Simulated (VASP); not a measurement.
# MnS (F-43m) in VASP: further runs

The runs below take MnS through single point, with PBE, PBEsol.

All numbers are computed with VASP 6.6.1; they aren't measurements. Logs are shortened: lines on timing, memory, paths and dates and some standing lists are left out, and cuts for length are marked.

### 1 The cell of the first run

The structure is cubic, space group F-43m (No. 216). The conventional cell has a = 5.600 Å, b = 5.600 Å, c = 5.600 Å, α = 90.00°, β = 90.00°, γ = 90.00°. Mn (site symmetry -43m) has 4 S at 2.42 Å within 3.2 Å. S (site symmetry -43m) has 4 Mn at 2.42 Å within 3.2 Å.

### 2 Single point, PBE, collinear spin, ferromagnetic start

The input, INCAR:

```
PREC = Accurate
ENCUT = 520
EDIFF = 1E-6
ISMEAR = 1
SIGMA = 0.13605693122994
LREAL = False
LASPH = True
NELM = 150
ALGO = Normal
ISIF = 2
LWAVE = False
LCHARG = True
ISPIN = 2
MAGMOM = 4.57 0.14
LORBIT = 11
LMAXMIX = 4
GGA = PE
LELF = True
LVHAR = True
NBANDS = 20
```

The input, KPOINTS:

```
Automatic mesh
0
Gamma
  1 1 1
  0 0 0.5
```

The input, POSCAR:

```
MnS
1.0
    0.0000000000      2.8000000000      2.8000000000
    2.8000000000      0.0000000000      2.8000000000
    2.8000000000      2.8000000000      0.0000000000
Mn S
1 1
Direct
    0.0000000000      0.0000000000      0.0000000000
    0.7500000000      0.7500000000      0.7500000000
```

Potentials or basis: VASP PAW PBE potentials, release 64 (Mn_pv, S).

Run with:

```
cat potpaw_PBE.64/Mn_pv/POTCAR potpaw_PBE.64/S/POTCAR > POTCAR
mpirun -np 1 vasp_std > vasp.out
```

OUTCAR:

```text
PREC = Accurate
   ENCUT = 520
   EDIFF = 1E-6
   ISMEAR = 1
   LREAL = False
   LASPH = True
   NELM = 150
   ISIF = 2
   ISPIN = 2
   LORBIT = 11
   GGA = PE

 ion  position               nearest neighbor table
   1  0.000  0.000  0.000-   2 2.42   2 2.42   2 2.42   2 2.42
   2  0.750  0.750  0.750-   1 2.42   1 2.42   1 2.42   1 2.42

  LATTYP: Found a face centered cubic cell.
 ALAT       =     5.6000000000

  Lattice vectors:

 A1 = (   0.0000000000,   2.8000000000,   2.8000000000)
 A2 = (   2.8000000000,   0.0000000000,   2.8000000000)
 A3 = (   2.8000000000,   2.8000000000,   0.0000000000)

Analysis of symmetry for initial positions (statically):
=====================================================================
 Subroutine PRICEL returns:
 Original cell was already a primitive cell.

 Routine SETGRP: Setting up the symmetry group for a
 face centered cubic supercell.

 Subroutine GETGRP returns: Found 24 space group operations
 (whereof 24 operations were pure point group operations)
 out of a pool of 48 trial point group operations.

The static configuration has the point symmetry T_d .

Analysis of symmetry for dynamics (positions and initial velocities):
=====================================================================
 Subroutine PRICEL returns:
 Original cell was already a primitive cell.

 Routine SETGRP: Setting up the symmetry group for a
 face centered cubic supercell.

 Subroutine GETGRP returns: Found 24 space group operations
 (whereof 24 operations were pure point group operations)
 out of a pool of 48 trial point group operations.

The dynamic configuration has the point symmetry T_d .

Analysis of structural, dynamic, and magnetic symmetry:
=====================================================================
 Subroutine PRICEL returns:
 Original cell was already a primitive cell.

 Routine SETGRP: Setting up the symmetry group for a
 face centered cubic supercell.

 Subroutine GETGRP returns: Found 24 space group operations
 (whereof 24 operations were pure point group operations)
 out of a pool of 48 trial point group operations.

The overall configuration has the point symmetry T_d .

 Subroutine INISYM returns: Found 24 space group operations
 (whereof 24 operations are pure point group operations),
 and found     1 'primitive' translations

----------------------------------------------------------------------------------------

                                     Primitive cell

  volume of cell :      43.9040

  direct lattice vectors                    reciprocal lattice vectors
     0.000000000  2.800000000  2.800000000    -0.178571429  0.178571429  0.178571429
     2.800000000  0.000000000  2.800000000     0.178571429 -0.178571429  0.178571429
     2.800000000  2.800000000  0.000000000     0.178571429  0.178571429 -0.178571429

  length of vectors
     3.959797975  3.959797975  3.959797975     0.309294787  0.309294787  0.309294787

  position of ions in fractional coordinates (direct lattice)
     0.000000000  0.000000000  0.000000000
     0.750000000  0.750000000  0.750000000

  ion indices of the primitive-cell ions
   primitive index   ion index
                 1           1
                 2           2

----------------------------------------------------------------------------------------

 KPOINTS: Automatic mesh

Automatic generation of k-mesh.
 Grid dimensions read from file:
 generate k-points for:    1    1    1

 Generating k-lattice:

  Cartesian coordinates                     Fractional coordinates (reciprocal lattice)
    -0.178571429  0.178571429  0.178571429     1.000000000  0.000000000  0.000000000
     0.178571429 -0.178571429  0.178571429     0.000000000  1.000000000  0.000000000
     0.178571429  0.178571429 -0.178571429     0.000000000  0.000000000  1.000000000

  Length of vectors
     0.309294787  0.309294787  0.309294787

  Shift w.r.t. Gamma in fractional coordinates (k-lattice)
     0.000000000  0.000000000  0.500000000

 Subroutine IBZKPT returns following result:
 ===========================================

 Found      1 irreducible k-points:

 Following reciprocal coordinates:
            Coordinates               Weight
  0.000000  0.000000  0.500000      4.000000
   k-points           NKPTS =      1   k-points in BZ     NKDIM =      1   number of bands    NBANDS=     20
   number of dos      NEDOS =    301   number of ions     NIONS =      2
   total plane-waves  NPLWV =  27000
   dimension x,y,z NGX =    30 NGY =   30 NGZ =   30
   dimension x,y,z NGXF=    60 NGYF=   60 NGZF=   60
   ions per type =               1   1
   NGX,Y,Z   is equivalent  to a cutoff of  12.60, 12.60, 12.60 a.u.
   NGXF,Y,Z  is equivalent  to a cutoff of  25.19, 25.19, 25.19 a.u.
 SYSTEM =  unknown system
   PREC   = accura    normal or accurate (medium, high low for compatibility)
   ISTART =      0    job   : 0-new  1-cont  2-samecut
   ICHARG =      2    charge: 1-file 2-atom 10-const
   ISPIN  =      2    spin polarized calculation?
   LNONCOLLINEAR =      F non collinear calculations
   LSORBIT =      F    spin-orbit coupling
   LASPH  =      T    aspherical Exc in radial PAW
   ENCUT  =  520.0 eV  38.22 Ry    6.18 a.u.   7.36  7.36  7.36*2*pi/ulx,y,z
   NELM   =    150;   NELMIN=  2; NELMDL= -5     # of ELM steps
   EDIFF  = 0.1E-05   stopping-criterion for ELM
   LREAL  =      F    real-space projection
   EDIFFG = 0.1E-04   stopping-criterion for IOM
   NSW    =      0    number of steps for IOM
   IBRION =     -1    ionic relax: 0-MD 1-quasi-New 2-CG
   NFREE  =      0    steps in history (QN), initial steepest desc. (CG)
   ISIF   =      2    stress and relaxation
   ISYM   =      2    0-nonsym 1-usesym 2-fastsym
   POTIM  = 0.5000    time-step for ionic-motion
   TEBEG  =    0.0;   TEEND  =   0.0 temperature during run
   PSTRESS=    0.0 pullay stress
   NELECT =      19.0000    total number of electrons
   NUPDOWN=      -1.0000    fix difference up-down
   EMIN   =  10.00;   EMAX   =-10.00  energy-range for DOS
   EFERMI =   0.00;   METHOD = LEGACY
   ISMEAR =     1;   SIGMA  =   0.14  broadening in eV -4-tet -1-fermi 0-gaus
   EFERMI_NEDOS =   21; number of points for ismear=-14 and -15
   IALGO  =     38    algorithm
   IMIX   =      4    mixing-type and parameters
     AMIX     =   0.40;   BMIX     =  1.00
     AMIX_MAG =   1.60;   BMIX_MAG =  1.00
  volume/ion in A,a.u.               =      21.95       148.14
  Fermi-wavevector in a.u.,A,eV,Ry     =   1.238297  2.340041 20.862879  1.533378
  Thomas-Fermi vector in A             =   2.372828
   LORBIT       =     11    0 simple, 1 ext, 2 COOP (PROOUT), +10 PAW based schemes
   GGA     = PE    functional components
   LHFCALC =     F    Hartree Fock is set to
   AEXX    =    0.0000 exact exchange contribution
   IVDW    =     0    specifies the selected vdW correction
   LEPSILON=     F    determine dielectric tensor
   LRPA    =     F    only Hartree local field effects (RPA)
 spin polarized calculation
 Methfessel and Paxton  Order N= 1 SIGMA  =   0.14
  energy-cutoff  :      520.00
  volume of cell :       43.90
 maximum number of plane-waves:      1170
 NGX is ok and might be reduce to    30
   NGX = 15   NGY = 15   NGZ = 15

 number of electron      18.9999987 magnetization       4.9999821

 Free energy of the ion-electron system (eV)
  ---------------------------------------------------
  ext. energy  EPLUGINS =         0.00000000
  ---------------------------------------------------
  free energy    TOTEN  =       -13.64297209 eV

  energy without entropy =      -13.65086054  energy(sigma->0) =      -13.64560157

 E-fermi :   4.0034     XC(G=0):  -9.2446

 val. band max:        3.8888582320   @ k =   0.0000   0.0000   0.5000
 cond. band min:       5.5789743775   @ k =   0.0000   0.0000   0.5000
 fundamental gap:      1.6901161455
 Fermi energy:         4.0034012949

 spin component 1

 k-point     1 :       0.0000    0.0000    0.5000
  band No.  band energies     occupation
      1     -45.9847      1.00000
      2     -45.9819      1.00000
      3     -45.9819      1.00000
      4      -8.5993      1.00000
      5      -1.1419      1.00000
      6       0.0102      1.00000
[... 12 lines left out ...]
     19      16.5138      0.00000
     20      18.5311      0.00000
 Fermi energy:         4.0034012949

 spin component 2

 k-point     1 :       0.0000    0.0000    0.5000
  band No.  band energies     occupation
      1     -41.4343      1.00000
      2     -41.4302      1.00000
      3     -41.4302      1.00000
      4      -8.1858      1.00000
      5      -0.4852      1.00000
      6       1.4914      1.00000
[... 12 lines left out ...]
     19      17.2193      0.00000
     20      19.2628      0.00000

------------------------ aborting loop because EDIFF is reached ----------------------------------------

  FORCE on cell =-STRESS in cart. coord.  units (eV):
  Direction    XX          YY          ZZ          XY          YZ          ZX
  --------------------------------------------------------------------------------------
  -------------------------------------------------------------------------------------
  Total        0.8053290      0.8053290      0.8053290      0.0000000      0.0000000     -0.0000000
  in kB       29.3886617     29.3886617     29.3886617      0.0000000      0.0000000     -0.0000000
  external PRESSURE =      29.3886617 kB  Pullay stress =       0.0000000 kB

 VOLUME and BASIS-vectors are now :
 -----------------------------------------------------------------------------
  energy-cutoff  :      520.00
  volume of cell :       43.90
      direct lattice vectors                 reciprocal lattice vectors
     0.000000000  2.800000000  2.800000000    -0.178571429  0.178571429  0.178571429
     2.800000000  0.000000000  2.800000000     0.178571429 -0.178571429  0.178571429
     2.800000000  2.800000000  0.000000000     0.178571429  0.178571429 -0.178571429

 POSITION                                       TOTAL-FORCE (eV/Angst)
 -----------------------------------------------------------------------------------
      0.00000      0.00000      0.00000        -0.000000     -0.000000     -0.000000
      4.20000      4.20000      4.20000         0.000000      0.000000      0.000000
 -----------------------------------------------------------------------------------
    total drift:                                0.000000      0.000000      0.000000

  FREE ENERGIE OF THE ION-ELECTRON SYSTEM (eV)
  ---------------------------------------------------
  free  energy   TOTEN  =       -13.6429720909 eV

  energy  without entropy=      -13.6508605430  energy(sigma->0) =      -13.64560157

 total charge

# of ion       s       p       d       tot
------------------------------------------
    1        0.222   6.212   4.957  11.391
    2        1.286   2.515   0.000   3.801
--------------------------------------------------
tot          1.508   8.727   4.957  15.192

 magnetization (x)

# of ion       s       p       d       tot
------------------------------------------
    1        0.033   0.074   4.185   4.292
    2        0.003   0.198   0.000   0.200
--------------------------------------------------
tot          0.036   0.272   4.185   4.493
```

Wall time 7.5 s (1 thread of AMD EPYC 9R45 (Zen 5), shared host); peak memory 0.14 GiB.

Results:

- Free energy: -13.6430 eV
- Pressure: 2.9 GPa
- Band gap on the k mesh: 1.69 eV
- Net moment: 5.00 μB per cell
- Site moments: Mn +4.29; S +0.20 μB
- Valence electrons inside the program's atomic spheres: Mn 11.39; S 3.80

Caveat: the k points lie up to 1.94 Å⁻¹ apart; a cell with one magnetic atom can't hold antiferromagnetic order, which such compounds often take. A k mesh can miss the band edges.

### 3 Single point, PBE, collinear spin, ferromagnetic start

The input, INCAR:

```
SYSTEM = MnS
ALGO = Normal
EDIFF = 1E-6
ENCUT = 520
GGA = PE
ISIF = 2
ISMEAR = 0
ISPIN = 2
ISYM = 0
LASPH = .TRUE.
LCHARG = .FALSE.
LMAXMIX = 4
LORBIT = 11
LREAL = .FALSE.
LWAVE = .FALSE.
MAGMOM = 4.57 0.14
NBANDS = 20
NELM = 150
PREC = Accurate
SIGMA = 0.1
```

The input, KPOINTS:

```
k-points
0
G
  1 1 2
  0 0 0
```

POSCAR is that of step 2.

Potentials or basis: VASP PAW PBE potentials, release 64 (Mn_pv, S).

Run with:

```
cat potpaw_PBE.64/Mn_pv/POTCAR potpaw_PBE.64/S/POTCAR > POTCAR
mpirun -np 1 vasp_std > vasp.out
```

It took 11 s on 1 thread of AMD EPYC 9R45 (Zen 5), shared host; peak memory 0.15 GiB.

Results (log left out):

```
Free energy                                           : -10.8923 eV
Pressure                                              : -11.7 GPa
Net moment                                            : 2.00 μB per cell
Site moments                                          : Mn +1.84; S -0.01 μB
Valence electrons inside the program's atomic spheres : Mn 11.60; S 3.69
```

Stress tensor (GPa, compression positive):
```
-11.73  -3.77   3.77
 -3.77 -11.72   3.78
  3.77   3.78 -11.72
```

Levels at points of the mesh, in eV from the Fermi level:
Spin up:
| k point | band 8 | band 9 | band 10 | band 11 | band 12 | band 13 |
| --- | --- | --- | --- | --- | --- | --- |
| (0.00, 0.00, 0.00) | -1.81 | -1.81 | 0.56 | 0.62 | 0.62 | 1.05 |
| (0.00, 0.00, 0.50) | -1.69 | -1.69 | -1.16 | -0.36 | -0.36 | 2.71 |
Spin down:
| k point | band 6 | band 7 | band 8 | band 9 | band 10 | band 11 |
| --- | --- | --- | --- | --- | --- | --- |
| (0.00, 0.00, 0.00) | -4.31 | -4.31 | -0.14 | -0.14 | 0.93 | 1.83 |
| (0.00, 0.00, 0.50) | -4.30 | -4.30 | -0.22 | 0.14 | 0.14 | 1.15 |

Caveat: the k points lie up to 1.94 Å⁻¹ apart; a cell with one magnetic atom can't hold antiferromagnetic order, which such compounds often take; semilocal functionals often make such compounds metallic where correlation or magnetic order opens a gap, which also shifts bond lengths.

### 4 Single point, PBEsol

The input, INCAR:

```
SYSTEM = MnS
ALGO = Normal
EDIFF = 1E-6
ENCUT = 520
GGA = PS
ISIF = 2
ISMEAR = -1
LASPH = .True.
LCHARG = .False.
LREAL = .False.
LWAVE = .False.
NBANDS = 16
NELECT = 19.1
NELM = 100
PREC = Accurate
SIGMA = 0.1
```

The input, KPOINTS:

```
k-points
0
Gamma
  4 4 4
  0 0 0
```

POSCAR is that of step 3.

Run with:

```
cat potpaw_PBE.64/Mn_pv/POTCAR potpaw_PBE.64/S/POTCAR > POTCAR
mpirun -np 1 vasp_std > vasp.out
```

Run time: 7.2 s. Hardware: 1 thread of AMD EPYC 9R45 (Zen 5), shared host; peak memory 0.13 GiB.

The run converged. Its results:

```yaml
Free_energy: -12.9327 eV
```

Levels at points of the mesh, in eV from the Fermi level:
```
           k point  band 7  band 8  band 9  band 10  band 11  band 12
(0.00, 0.00, 0.00)   -3.58   -0.40   -0.40     1.69     1.97     1.97
(0.50, 0.00, 0.00)   -3.45   -0.29   -0.29    -0.26     1.03     1.03
(0.50, 0.50, 0.00)   -3.41   -0.86   -0.20    -0.08     0.13     0.13
```

Caveat: the k points lie up to 0.49 Å⁻¹ apart; the cell carries a net charge on a neutralising background, which shifts energy and pressure; the cell is charged against a uniform background, so pressure and absolute levels hang on convention; the PAW data sets were made with another functional, which shifts forces and pressure a little; the run has no spin polarisation, though such a crystal can be magnetic; semilocal functionals often make such compounds metallic where correlation or magnetic order opens a gap, which also shifts bond lengths. Spin polarisation is off, so any magnetic state and its effect on volume and gap are missing.

### 5 Single point, PBE, collinear spin, ferromagnetic start

The input, INCAR:

```
SYSTEM = MnS
PREC     = Accurate       ! precision mode
ENCUT    = 520            ! plane-wave cutoff, eV
EDIFF    = 1E-6           ! SCF threshold, eV
ISMEAR   = 0              ! smearing method
SIGMA    = 0.1            ! smearing width, eV
LREAL    = .FALSE.        ! projectors in reciprocal space
LASPH    = .TRUE.         ! aspherical terms in the spheres
NELM     = 150            ! most SCF steps
ALGO     = Normal         ! electronic algorithm
ISIF     = 2              ! what is computed and relaxed
LWAVE    = .FALSE.        ! write WAVECAR
LCHARG   = .FALSE.        ! write CHGCAR
ISPIN    = 2              ! spin polarisation
MAGMOM   = 4.57 0.14      ! initial moments
LORBIT   = 11             ! projections on sites
LMAXMIX  = 4              ! l up to which the mixer works
GGA      = PE             ! functional
NBANDS   = 20             ! bands
ISYM     = 0
```

The input, KPOINTS:

```
regular mesh
0
G
  4 1 1
  0 0 0
```

POSCAR is that of step 4.

Run with:

```
cat potpaw_PBE.64/Mn_pv/POTCAR potpaw_PBE.64/S/POTCAR > POTCAR
mpirun -np 1 vasp_std > vasp.out
```

Wall time 9.4 s (1 thread of AMD EPYC 9R45 (Zen 5), shared host); peak memory 0.15 GiB.

It converged, with:

- Free energy: -11.0258 eV
- Pressure: 11.6 GPa
- Band gap on the k mesh: 0.36 eV, direct
- Net moment: 5.00 μB per cell
- Site moments: Mn +4.15; S +0.35 μB
- Valence electrons inside the program's atomic spheres: Mn 11.46; S 3.87

Stress tensor (GPa, compression positive):
```
11.60  1.73  1.73
 1.73 11.60 -1.73
 1.73 -1.73 11.60
```

Levels at points of the mesh, in eV from the valence-band top:
Spin up:
```
           k point  band 9  band 10  band 11  band 12  band 13  band 14  band 15  band 16
(0.00, 0.00, 0.00)   -3.27    -0.10     0.00     0.00     0.36     5.15     5.22     5.22
(0.50, 0.00, 0.00)   -3.21    -3.06    -1.05    -1.05     2.40     5.70     5.70     6.24
```
Spin down:
| k point | band 3 | band 4 | band 5 | band 6 | band 7 | band 8 | band 9 | band 10 | band 11 | band 12 |
| --- | --- | --- | --- | --- | --- | --- | --- | --- | --- | --- |
| (0.00, 0.00, 0.00) | -46.13 | -13.91 | -3.76 | -3.64 | -3.64 | 0.61 | 0.61 | 1.28 | 2.77 | 2.92 |
| (0.50, 0.00, 0.00) | -46.13 | -13.21 | -5.78 | -3.57 | -3.57 | 0.56 | 0.76 | 0.76 | 1.84 | 1.84 |

Caveat: the k points lie up to 1.94 Å⁻¹ apart; a cell with one magnetic atom can't hold antiferromagnetic order, which such compounds often take. A k mesh can miss the band edges.

(Part 1 of 2 ends here.)
